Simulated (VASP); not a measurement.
A run of VASP 6.6.1:

Contents of INCAR:

```
ALGO = Normal
EDIFF = 1E-6
ENCUT = 520
GGA = PE
ISIF = 2
ISMEAR = 0
LASPH = True
LCHARG = False
LREAL = False
LWAVE = False
NBANDS = 18
NELM = 60
PREC = Accurate
SIGMA = 0.05
```

Contents of KPOINTS:

```
k-points
0
Gamma
  8 8 8
```

The input POSCAR:

```
HfO2
1.0
    0.0000000000      2.6853750000      2.6853750000
    2.6853750000      0.0000000000      2.6853750000
    2.6853750000      2.6853750000      0.0000000000
Hf O
1 2
Direct
    0.0000000000      0.0000000000      0.0000000000
    0.2500000000      0.2500000000      0.2500000000
    0.7500000000      0.7500000000      0.7500000000
```

Potentials or basis: VASP PAW PBE potentials, release 64 (Hf_pv, O).

Run with:

```bash
$ cat potpaw_PBE.64/Hf_pv/POTCAR potpaw_PBE.64/O/POTCAR > POTCAR
$ mpirun -np 1 vasp_std > vasp.out
```

Hardware: 1 thread of Intel Xeon 6975P-C (shared host).

**Question.** Estimate the wall time of this run.

**Answer.** Wall time 34 s on 1 thread of Intel Xeon 6975P-C, on a shared host, peak memory 0.17 GiB. Counts: scf iterations 13, k points 29.
